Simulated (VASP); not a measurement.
Write the native input for VASP 6.6.1 that does the following.

| Item | Value |
| --- | --- |
| Task | relaxation of cell and atoms |
| Functional | PBE |
| Potentials or basis | VASP PAW PBE potentials, release 64 (Al, Au) |
| Cutoff | 600 eV |
| k mesh | 12 × 12 × 12 |
| Occupations | gaussian, width 0.1 eV |
| Spin | no spin polarisation |
| Dipole correction | no |
| Further INCAR settings | ALGO = Normal; EDIFF = 1e-06; IBRION = 2; EDIFFG = -0.005; NSW = 100; ISIF = 3 |

The structure of Al2Au lies in POSCAR:

```
Al2Au
1.0
    0.0000000000      3.0000000000      3.0000000000
    3.0000000000      0.0000000000      3.0000000000
    3.0000000000      3.0000000000      0.0000000000
Al Au
2 1
Direct
    0.2500000000      0.2500000000      0.2500000000
    0.7500000000      0.7500000000      0.7500000000
    0.0000000000      0.0000000000      0.0000000000
```

The input as run:

INCAR

```
SYSTEM = Al2Au
ALGO = Normal ; EDIFF = 1E-6
EDIFFG = -0.005 ; ENCUT = 600
GGA = PE ; IBRION = 2
ISIF = 3 ; ISMEAR = 0
LASPH = .True. ; LCHARG = .False.
LREAL = .False. ; LWAVE = .False.
NELM = 100 ; NSW = 100
PREC = Accurate ; SIGMA = 0.1
```

KPOINTS

```
k-points
0
Gamma
  12 12 12
  0 0 0
```

Potentials or basis: VASP PAW PBE potentials, release 64 (Al, Au).

Command:

```console
$ cat potpaw_PBE.64/Al/POTCAR potpaw_PBE.64/Au/POTCAR > POTCAR
$ mpirun -np 1 vasp_std > vasp.out
```

Results of the run:

* Relaxed volume: 18.52 Å³/atom
* Relaxed cell: a = 4.283 Å, b = 4.283 Å, c = 4.283 Å, α = 60.00°, β = 60.00°, γ = 60.00°
* Space group after relaxing (to 0.05 Å): Fm-3m (No. 225)
* Energy gained by relaxing: 5.0 meV/atom
* Ionic steps: 3
* Pressure after relaxing: 0.0 GPa

Wall time 2.1 min on 1 thread of Intel Xeon 6975P-C, with other jobs on the host, peak memory 0.25 GiB.
